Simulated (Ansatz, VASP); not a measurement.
**Te2Mo in VASP and in Ansatz**

```
Te Mo
1.0
     3.44396    0.00000    0.00000
    -1.72198    2.98255    0.00000
     0.00000    0.00000   13.70084
Te Mo
4 2
Direct
  0.33333 0.66667 0.61734
  0.66667 0.33333 0.11734
  0.33333 0.66667 0.88266
  0.66667 0.33333 0.38266
  0.33333 0.66667 0.25000
  0.66667 0.33333 0.75000
```

Change from the starting cell: strain -0.0150 x Voigt [1, 1, 0, 0, 0, 0], atoms carried along.

Alike in both runs: task single point; functional PBE; dispersion D3(BJ); k mesh 12 × 12 × 2; occupations gaussian, width 0.05 eV; no spin polarisation.

|  | VASP | Ansatz |
| --- | --- | --- |
| version | VASP 6.6.1 | Ansatz 0.2.0 |
| potentials or method | VASP PAW PBE potentials, release 64 (Te, Mo_sv), cutoff 520 eV | scalar-relativistic, plane waves, PAW |
| valence electrons in the cell | 52 | 92 |

```tsv
	VASP	Ansatz	Ansatz less VASP
gap on the k mesh at the Fermi level (eV)	0.69	0.70	+0.007
least direct gap on the mesh (eV)	0.98	0.98	-0.007
pressure (GPa)	3.1	3.1	-0.01
traceless stress, the component that is largest in VASP (GPa)	-0.61	-0.67	-0.058
rms of the force components (eV/Å)	0.138	0.130	-0.0076
```

Atom by atom the forces differ by 0.008 eV/Å (rms over components). VASP's potentials hold 52 valence electrons a cell and Ansatz's 92, so a difference there can come from the potentials and not from the codes.

Spin-orbit coupling is off throughout.
